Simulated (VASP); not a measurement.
# InGa3As4 (P-4m2) in VASP: a series of runs

InGa3As4 is run at these levels: PBE, r2SCAN; tasks: single point.

All numbers are computed with VASP 6.6.1; they aren't measurements. Logs are shortened: lines on timing, memory, paths and dates and some standing lists are left out, and cuts for length are marked.

## (1) The cell of the first run

It takes space group P-4m2 (No. 115, tetragonal). Conventional cell: a = 4.080 Å, b = 4.080 Å, c = 11.588 Å, α = 90.00°, β = 90.00°, γ = 90.00°. Ga (site symmetry 2mm) has 4 As at 2.46 to 2.47 Å within 3.3 Å. Within 3.3 Å of Ga (site symmetry -4m2) lie 4 As at 2.47 Å. As (site symmetry 2mm) has 4 Ga at 2.47 Å within 3.3 Å. As (site symmetry 2mm) has 2 Ga at 2.46 Å and 2 In at 2.61 Å within 3.3 Å. In (site symmetry -4m2) has 4 As at 2.61 Å within 3.4 Å.

## (2) Single point, PBE

Contents of INCAR:

```
PREC     = Accurate       # precision mode
ENCUT    = 520            # plane-wave cutoff, eV
EDIFF    = 1E-7           # SCF threshold, eV
ISMEAR   = -1             # smearing method
SIGMA    = 0.02           # smearing width, eV
LREAL    = F              # projectors in reciprocal space
LASPH    = T              # aspherical terms in the spheres
NELM     = 80             # most SCF steps
ALGO     = Normal         # electronic algorithm
ISIF     = 2              # what is computed and relaxed
LWAVE    = F              # write WAVECAR
LCHARG   = F              # write CHGCAR
GGA      = PE             # functional
NBANDS   = 46             # bands
```

Contents of KPOINTS:

```
Automatic mesh
0
Gamma
  6 6 2
```

Contents of POSCAR:

```
InGa3As4
1.0
    4.0799044233      0.0000000000      0.0000000000
    0.0000000000      4.0799044233      0.0000000000
    0.0000000000      0.0000000000     11.5876096393
Ga As In
3 4 1
Direct
    0.0000000000      0.0000000000      0.7593578769
    0.5000000000      0.5000000000      0.0000000000
    0.0000000000      0.0000000000      0.2406421231
    0.0000000000      0.5000000000      0.8797599882
    0.5000000000      0.0000000000      0.1202400118
    0.0000000000      0.5000000000      0.3597937564
    0.5000000000      0.0000000000      0.6402062436
    0.5000000000      0.5000000000      0.5000000000
```

Potentials or basis: VASP PAW PBE potentials, release 64 (Ga_d, As, In_d).

On the command line:

```console
$ cat potpaw_PBE.64/Ga_d/POTCAR potpaw_PBE.64/As/POTCAR potpaw_PBE.64/In_d/POTCAR > POTCAR
$ mpirun -np 1 vasp_std > vasp.out
```

OUTCAR:

```text
PREC = Accurate
   ENCUT = 520
   EDIFF = 1E-7
   ISMEAR = -1
   LREAL = F
   LASPH = T
   NELM = 80
   ISIF = 2
   GGA = PE

 ion  position               nearest neighbor table
   1  0.000  0.000  0.759-   7 2.46   7 2.46   4 2.47   4 2.47
   2  0.500  0.500  0.000-   4 2.47   5 2.47   5 2.47   4 2.47
   3  0.000  0.000  0.241-   6 2.46   6 2.46   5 2.47   5 2.47
   4  0.000  0.500  0.880-   2 2.47   2 2.47   1 2.47   1 2.47
   5  0.500  0.000  0.120-   2 2.47   2 2.47   3 2.47   3 2.47
   6  0.000  0.500  0.360-   3 2.46   3 2.46   8 2.61   8 2.61
   7  0.500  0.000  0.640-   1 2.46   1 2.46   8 2.61   8 2.61
   8  0.500  0.500  0.500-   6 2.61   7 2.61   7 2.61   6 2.61

  LATTYP: Found a simple tetragonal cell.
 ALAT       =     4.0799044233
 C/A-ratio  =     2.8401669346

  Lattice vectors:

 A1 = (   4.0799044233,   0.0000000000,   0.0000000000)
 A2 = (   0.0000000000,   4.0799044233,   0.0000000000)
 A3 = (   0.0000000000,   0.0000000000,  11.5876096393)

Analysis of symmetry for initial positions (statically):
=====================================================================
 Subroutine PRICEL returns:
 Original cell was already a primitive cell.

 Routine SETGRP: Setting up the symmetry group for a
 simple tetragonal supercell.

 Subroutine GETGRP returns: Found  8 space group operations
 (whereof  8 operations were pure point group operations)
 out of a pool of 16 trial point group operations.

The static configuration has the point symmetry D_2d.

Analysis of symmetry for dynamics (positions and initial velocities):
=====================================================================
 Subroutine PRICEL returns:
 Original cell was already a primitive cell.

 Routine SETGRP: Setting up the symmetry group for a
 simple tetragonal supercell.

 Subroutine GETGRP returns: Found  8 space group operations
 (whereof  8 operations were pure point group operations)
 out of a pool of 16 trial point group operations.

The dynamic configuration has the point symmetry D_2d.

 Subroutine INISYM returns: Found  8 space group operations
 (whereof  8 operations are pure point group operations),
 and found     1 'primitive' translations

----------------------------------------------------------------------------------------

                                     Primitive cell

  volume of cell :     192.8829

  direct lattice vectors                    reciprocal lattice vectors
     4.079904423  0.000000000  0.000000000     0.245103781  0.000000000  0.000000000
     0.000000000  4.079904423  0.000000000     0.000000000  0.245103781  0.000000000
     0.000000000  0.000000000 11.587609639     0.000000000  0.000000000  0.086299076

  length of vectors
     4.079904423  4.079904423 11.587609639     0.245103781  0.245103781  0.086299076

  position of ions in fractional coordinates (direct lattice)
     0.000000000  0.000000000  0.759357877
     0.500000000  0.500000000  0.000000000
     0.000000000  0.000000000  0.240642123
     0.000000000  0.500000000  0.879759988
     0.500000000  0.000000000  0.120240012
     0.000000000  0.500000000  0.359793756
     0.500000000  0.000000000  0.640206244
     0.500000000  0.500000000  0.500000000

  ion indices of the primitive-cell ions
   primitive index   ion index
                 1           1
                 2           2
                 3           3
                 4           4
                 5           5
                 6           6
                 7           7
                 8           8

----------------------------------------------------------------------------------------

 KPOINTS: Automatic mesh

Automatic generation of k-mesh.
 Grid dimensions read from file:
 generate k-points for:    6    6    2

 Generating k-lattice:

  Cartesian coordinates                     Fractional coordinates (reciprocal lattice)
     0.040850630  0.000000000  0.000000000     0.166666667  0.000000000  0.000000000
     0.000000000  0.040850630  0.000000000     0.000000000  0.166666667  0.000000000
[... 52 lines left out ...]
 cond. band min:       4.1684954365   @ k =   0.0000   0.0000   0.0000
 fundamental gap:      0.1206190717
 Fermi energy:         4.1156129870

 k-point     1 :       0.0000    0.0000    0.0000
  band No.  band energies     occupation
      1     -10.8839      2.00000
      2     -10.8564      2.00000
      3     -10.8081      2.00000
      4     -10.7935      2.00000
      5     -10.7935      2.00000
      6     -10.7823      2.00000
[... 38 lines left out ...]
     45       7.7946      0.00000
     46       7.8333      0.00000

 k-point     2 :       0.1667    0.0000    0.0000
  band No.  band energies     occupation
      1     -10.8792      2.00000
      2     -10.8551      2.00000
      3     -10.8149      2.00000
      4     -10.8027      2.00000
      5     -10.7915      2.00000
      6     -10.7825      2.00000
[... 38 lines left out ...]
     45       7.9938      0.00000
     46       8.6452      0.00000

 k-point     3 :       0.3333    0.0000    0.0000
  band No.  band energies     occupation
      1     -10.8702      2.00000
      2     -10.8567      2.00000
      3     -10.8346      2.00000
      4     -10.8178      2.00000
      5     -10.7870      2.00000
      6     -10.7822      2.00000
[... 38 lines left out ...]
     45       9.0094      0.00000
     46       9.1757      0.00000

 k-point     4 :       0.5000    0.0000    0.0000
  band No.  band energies     occupation
      1     -10.8637      2.00000
      2     -10.8606      2.00000
      3     -10.8472      2.00000
      4     -10.8232      2.00000
      5     -10.7854      2.00000
      6     -10.7801      2.00000
[... 724 lines left out ...]
     45       9.5500      0.00000
     46       9.6807      0.00000

 k-point    19 :       0.5000    0.3333    0.5000
  band No.  band energies     occupation
      1     -10.8812      2.00000
      2     -10.8805      2.00000
      3     -10.8511      2.00000
      4     -10.8447      2.00000
      5     -10.7672      2.00000
      6     -10.7648      2.00000
[... 38 lines left out ...]
     45      10.5173      0.00000
     46      10.6625      0.00000

 k-point    20 :       0.5000    0.5000    0.5000
  band No.  band energies     occupation
      1     -10.8872      2.00000
      2     -10.8872      2.00000
      3     -10.8527      2.00000
      4     -10.8527      2.00000
      5     -10.7597      2.00000
      6     -10.7582      2.00000
[... 38 lines left out ...]
     45      11.6538      0.00000
     46      11.6553      0.00000

------------------------ aborting loop because EDIFF is reached ----------------------------------------

  FORCE on cell =-STRESS in cart. coord.  units (eV):
  Direction    XX          YY          ZZ          XY          YZ          ZX
  --------------------------------------------------------------------------------------
  -------------------------------------------------------------------------------------
  Total        3.2464738      3.2464738      3.1633483      0.0000000      0.0000000      0.0000000
  in kB       26.9667527     26.9667527     26.2762725      0.0000000      0.0000000      0.0000000
  external PRESSURE =      26.7365926 kB  Pullay stress =       0.0000000 kB

 VOLUME and BASIS-vectors are now :
 -----------------------------------------------------------------------------
  energy-cutoff  :      520.00
  volume of cell :      192.88
      direct lattice vectors                 reciprocal lattice vectors
     4.079904423  0.000000000  0.000000000     0.245103781  0.000000000  0.000000000
     0.000000000  4.079904423  0.000000000     0.000000000  0.245103781  0.000000000
     0.000000000  0.000000000 11.587609639     0.000000000  0.000000000  0.086299076

 POSITION                                       TOTAL-FORCE (eV/Angst)
 -----------------------------------------------------------------------------------
      0.00000      0.00000      8.79914         0.000000      0.000000     -0.001332
      2.03995      2.03995      0.00000        -0.000000     -0.000000      0.000000
      0.00000      0.00000      2.78847         0.000000      0.000000      0.001332
      0.00000      2.03995     10.19432        -0.000000      0.000000     -0.002717
      2.03995      0.00000      1.39329        -0.000000      0.000000      0.002717
      0.00000      2.03995      4.16915        -0.000000      0.000000      0.016827
      2.03995      0.00000      7.41846        -0.000000      0.000000     -0.016827
      2.03995      2.03995      5.79380        -0.000000     -0.000000      0.000000
 -----------------------------------------------------------------------------------
    total drift:                                0.000000      0.000000      0.000000

  FREE ENERGIE OF THE ION-ELECTRON SYSTEM (eV)
  ---------------------------------------------------
  free  energy   TOTEN  =       -32.3254446947 eV

  energy  without entropy=      -32.3251440742  energy(sigma->0) =      -32.32529438
```

Wall time 1.8 min (1 thread of Intel Xeon 6975P-C (Granite Rapids), shared host); peak memory 0.37 GiB.

What came out:

* Free energy: -32.3254 eV
* Pressure: 2.7 GPa
* Largest force: 0.017 eV/Å
* Band gap on the k mesh: 0.12 eV, direct

Forces in eV/Å, atoms in the order of the input:
```
Ga   0.000  0.000 -0.001
Ga   0.000  0.000  0.000
Ga   0.000  0.000  0.001
As   0.000  0.000 -0.003
As   0.000  0.000  0.003
As   0.000  0.000  0.017
As   0.000  0.000 -0.017
In   0.000  0.000  0.000
```

Levels at points of the mesh, in eV from the valence-band top:
```tsv
k point	band 33	band 34	band 35	band 36	band 37	band 38	band 39	band 40
(0.00, 0.00, 0.00)	-1.44	-0.11	0.00	0.00	0.12	1.39	1.52	2.04
(0.50, 0.00, 0.00)	-1.30	-1.14	-1.12	-0.65	0.75	0.95	2.36	2.86
(0.50, 0.50, 0.00)	-2.67	-2.58	-2.58	-2.48	1.46	1.46	1.61	1.82
(0.00, 0.00, 0.50)	-0.78	-0.78	-0.46	-0.46	1.39	1.40	1.78	2.04
(0.50, 0.00, 0.50)	-1.35	-1.35	-1.31	-0.66	1.72	1.81	1.86	2.32
(0.50, 0.50, 0.50)	-2.92	-2.89	-2.86	-2.86	2.43	2.43	2.55	2.55
```

Caveat: spin-orbit coupling is left out, which moves the levels of the heavy elements.

## (3) Single point, PBE

This run uses another cell than the first one, of 25.15 Å³/atom, 1.043 times its volume.

Contents of INCAR:

```
ALGO = Normal
EDIFF = 1E-6
ENCUT = 520
GGA = PE
ISIF = 2
ISMEAR = -1
LASPH = T
LCHARG = T
LELF = T
LREAL = F
LVHAR = T
LWAVE = F
NBANDS = 46
NELM = 60
PREC = Accurate
SIGMA = 0.02
```

Contents of KPOINTS:

```
k-points
0
Gamma
  6 6 2
```

Contents of POSCAR:

```
InGa3As4
1.0
    4.1387564298      0.0000000000      0.0000000000
    0.0000000000      4.1387564298      0.0000000000
    0.0000000000      0.0000000000     11.7442409427
Ga As In
3 4 1
Direct
    0.0000000000      0.0000000000      0.7590682647
    0.5000000000      0.5000000000      0.0000000000
    0.0000000000      0.0000000000      0.2409317353
    0.0000000000      0.5000000000      0.8795993359
    0.5000000000      0.0000000000      0.1204006641
    0.0000000000      0.5000000000      0.3602421289
    0.5000000000      0.0000000000      0.6397578711
    0.5000000000      0.5000000000      0.5000000000
```

Potentials or basis: VASP PAW PBE potentials, release 64 (Ga_d, As, In_d).

On the command line:

```console
$ cat potpaw_PBE.64/Ga_d/POTCAR potpaw_PBE.64/As/POTCAR potpaw_PBE.64/In_d/POTCAR > POTCAR
$ mpirun -np 1 vasp_std > vasp.out
```

It took 94 s on 1 thread of Intel Xeon 6975P-C (Granite Rapids), shared host; peak memory 0.4 GiB.

The run converged. Its results:

| Property | Result |
| --- | --- |
| Free energy | -32.3975 eV |
| Pressure | 0.2 GPa |
| Largest force | 0.005 eV/Å |
| Band gap on the k mesh | zero (filled and empty bands touch) |

Forces in eV/Å, atoms in the order of the input:
```
Ga   0.000  0.000  0.000
Ga   0.000  0.000  0.000
Ga   0.000  0.000  0.000
As   0.000  0.000  0.001
As   0.000  0.000 -0.001
As   0.000  0.000  0.005
As   0.000  0.000 -0.005
In   0.000  0.000  0.000
```

Levels at points of the mesh, in eV from the Fermi level:
```tsv
k point	band 32	band 33	band 34	band 35	band 36	band 37	band 38	band 39	band 40	band 41
(0.00, 0.00, 0.00)	-1.35	-1.35	-0.15	-0.09	0.00	0.00	1.46	1.54	2.04	2.18
(0.50, 0.00, 0.00)	-1.27	-1.22	-1.07	-1.05	-0.62	0.66	0.85	2.27	2.74	4.32
(0.50, 0.50, 0.00)	-3.02	-2.51	-2.43	-2.43	-2.34	1.53	1.53	1.63	1.83	4.19
(0.00, 0.00, 0.50)	-2.08	-0.73	-0.73	-0.43	-0.43	1.43	1.44	1.65	1.91	2.31
(0.50, 0.00, 0.50)	-2.06	-1.27	-1.27	-1.24	-0.63	1.61	1.70	1.75	2.19	4.10
(0.50, 0.50, 0.50)	-2.81	-2.76	-2.73	-2.70	-2.70	2.46	2.46	2.54	2.58	2.58
```

Caveat: spin-orbit coupling is left out, which moves the levels of the heavy elements.

## (4) Single point, r2SCAN

Contents of POSCAR:

```
InGa3As4
1.0
    4.0799044233      0.0000000000      0.0000000000
    0.0000000000      4.0799044233      0.0000000000
    0.0000000000      0.0000000000     11.5876096393
Ga As In
3 4 1
Direct
    0.0000000000      0.0000000000      0.7593578769
    0.5000000000      0.5000000000      0.0000000000
    0.0000000000      0.0000000000      0.2406421231
    0.0000000000      0.5000000000      0.8797599882
    0.5000000000      0.0000000000      0.1202400118
    0.0000000000      0.5000000000      0.3597937564
    0.5000000000      0.0000000000      0.6402062436
    0.5000000000      0.5000000000      0.5000000000
```

Contents of INCAR.step1:

```
SYSTEM = InGa3As4
ALGO = Normal ; EDIFF = 1E-4
ENCUT = 520 ; GGA = PE
ISMEAR = -1 ; LASPH = .TRUE.
LCHARG = .FALSE. ; LREAL = .FALSE.
LWAVE = .TRUE. ; NBANDS = 46
NELM = 60 ; PREC = Accurate
SIGMA = 0.02
```

Contents of INCAR.step2:

```
SYSTEM = InGa3As4
ALGO = Normal ; EDIFF = 1E-6
ENCUT = 520 ; ISIF = 2
ISMEAR = -1 ; ISTART = 1
LASPH = .TRUE. ; LCHARG = .FALSE.
LMIXTAU = .TRUE. ; LREAL = .FALSE.
LWAVE = .FALSE. ; METAGGA = R2SCAN
NBANDS = 46 ; NELM = 60
PREC = Accurate ; SIGMA = 0.02
```

Contents of KPOINTS:

```
k-points
0
G
  6 6 2
  0 0 0
```

On the command line:

```console
$ cat potpaw_PBE.64/Ga_d/POTCAR potpaw_PBE.64/As/POTCAR potpaw_PBE.64/In_d/POTCAR > POTCAR
$ cp INCAR.step1 INCAR
$ mpirun -np 1 vasp_std > vasp.out
$ cp INCAR.step2 INCAR
$ mpirun -np 1 vasp_std > vasp.out
```

Wall time 5.1 min (1 thread of Intel Xeon 6975P-C (Granite Rapids), shared host); peak memory 0.4 GiB.

It converged, with:

* Free energy: -119.0647 eV
* Pressure: 0.1 GPa
* Largest force: 0.005 eV/Å
* Band gap on the k mesh: 0.57 eV, direct

Forces in eV/Å, atoms in the order of the input:
```
Ga   0.000  0.000  0.005
Ga   0.000  0.000  0.000
Ga   0.000  0.000 -0.005
As   0.000  0.000  0.000
As   0.000  0.000  0.000
As   0.000  0.000  0.005
As   0.000  0.000 -0.005
In   0.000  0.000  0.000
```

Levels at points of the mesh, in eV from the valence-band top:
| k point | band 34 | band 35 | band 36 | band 37 | band 38 | band 39 |
| --- | --- | --- | --- | --- | --- | --- |
| (0.00, 0.00, 0.00) | -0.10 | 0.00 | 0.00 | 0.57 | 1.68 | 1.80 |
| (0.50, 0.00, 0.00) | -1.18 | -1.16 | -0.67 | 1.09 | 1.31 | 2.70 |
| (0.50, 0.50, 0.00) | -2.67 | -2.67 | -2.56 | 1.74 | 1.74 | 1.91 |
| (0.00, 0.00, 0.50) | -0.80 | -0.46 | -0.46 | 1.67 | 1.68 | 2.12 |
| (0.50, 0.00, 0.50) | -1.39 | -1.36 | -0.68 | 2.06 | 2.13 | 2.20 |
| (0.50, 0.50, 0.50) | -2.98 | -2.95 | -2.95 | 2.73 | 2.73 | 2.87 |

Caveat: the PAW data sets were made with another functional, which shifts forces and pressure a little; spin-orbit coupling is left out, which moves the levels of the heavy elements.

## (5) Single point, r2SCAN

POSCAR is that of step 4.

Contents of INCAR.step1:

```
PREC = Accurate
ENCUT = 520
ISMEAR = -1
SIGMA = 0.02
LREAL = False
LASPH = True
NELM = 60
NBANDS = 46
GGA = PE
ALGO = Normal
EDIFF = 1E-4
LWAVE = True
LCHARG = False
```

Contents of INCAR.step2:

```
PREC = Accurate
ENCUT = 520
EDIFF = 1E-7
ISMEAR = -1
SIGMA = 0.02
LREAL = False
LASPH = True
NELM = 60
ALGO = Normal
ISIF = 2
LWAVE = False
LCHARG = False
METAGGA = R2SCAN
LMIXTAU = True
NBANDS = 46
ISTART = 1
```

Contents of KPOINTS:

```
Automatic mesh
0
Gamma
  6 6 2
```

On the command line:

```console
$ cat potpaw_PBE.64/Ga_d/POTCAR potpaw_PBE.64/As/POTCAR potpaw_PBE.64/In_d/POTCAR > POTCAR
$ cp INCAR.step1 INCAR
$ mpirun -np 1 vasp_std > vasp.out
$ cp INCAR.step2 INCAR
$ mpirun -np 1 vasp_std > vasp.out
```

Wall time 6.4 min (1 thread of Intel Xeon 6975P-C (Granite Rapids), shared host); peak memory 0.39 GiB.

It converged, with:

* Free energy: -119.0647 eV
* Pressure: 0.1 GPa
* Largest force: 0.005 eV/Å
* Band gap on the k mesh: 0.57 eV, direct

Forces in eV/Å, atoms in the order of the input:
```
Ga   0.000  0.000  0.005
Ga   0.000  0.000  0.000
Ga   0.000  0.000 -0.005
As   0.000  0.000  0.000
As   0.000  0.000  0.000
As   0.000  0.000  0.005
As   0.000  0.000 -0.005
In   0.000  0.000  0.000
```

Levels at points of the mesh, in eV from the valence-band top:
| k point | band 34 | band 35 | band 36 | band 37 | band 38 | band 39 |
| --- | --- | --- | --- | --- | --- | --- |
| (0.00, 0.00, 0.00) | -0.10 | 0.00 | 0.00 | 0.57 | 1.68 | 1.80 |
| (0.50, 0.00, 0.00) | -1.18 | -1.16 | -0.67 | 1.09 | 1.31 | 2.70 |
| (0.50, 0.50, 0.00) | -2.67 | -2.67 | -2.56 | 1.74 | 1.74 | 1.91 |
| (0.00, 0.00, 0.50) | -0.80 | -0.46 | -0.46 | 1.67 | 1.68 | 2.12 |
| (0.50, 0.00, 0.50) | -1.39 | -1.36 | -0.68 | 2.06 | 2.13 | 2.20 |
| (0.50, 0.50, 0.50) | -2.98 | -2.95 | -2.95 | 2.73 | 2.73 | 2.87 |

Caveat: the PAW data sets were made with another functional, which shifts forces and pressure a little; spin-orbit coupling is left out, which moves the levels of the heavy elements.

## (6) The runs side by side

| level | cell | gap on the mesh (eV) | pressure (GPa) | largest force (eV/Å) |
| --- | --- | --- | --- | --- |
| PBE | a = 4.080, b = 4.080, c = 11.588 Å, 8 atoms | 0.12 | 2.7 | 0.02 |
| PBE | a = 4.139, b = 4.139, c = 11.744 Å, 8 atoms | none | 0.2 | 0.01 |
| r2SCAN | a = 4.080, b = 4.080, c = 11.588 Å, 8 atoms | 0.57 | 0.1 | - |

Alike in all rows: task single point; potentials or basis VASP PAW PBE potentials, release 64 (Ga_d, As, In_d); no spin polarisation; k mesh 6 × 6 × 2; cutoff (eV) 520; smearing fermi-dirac 0.02 eV.

Caveats: spin-orbit coupling is left out, which moves the levels of the heavy elements; the PAW data sets were made with another functional, which shifts forces and pressure a little (some runs).

Absolute energies hang on the potentials; compare differences alone.
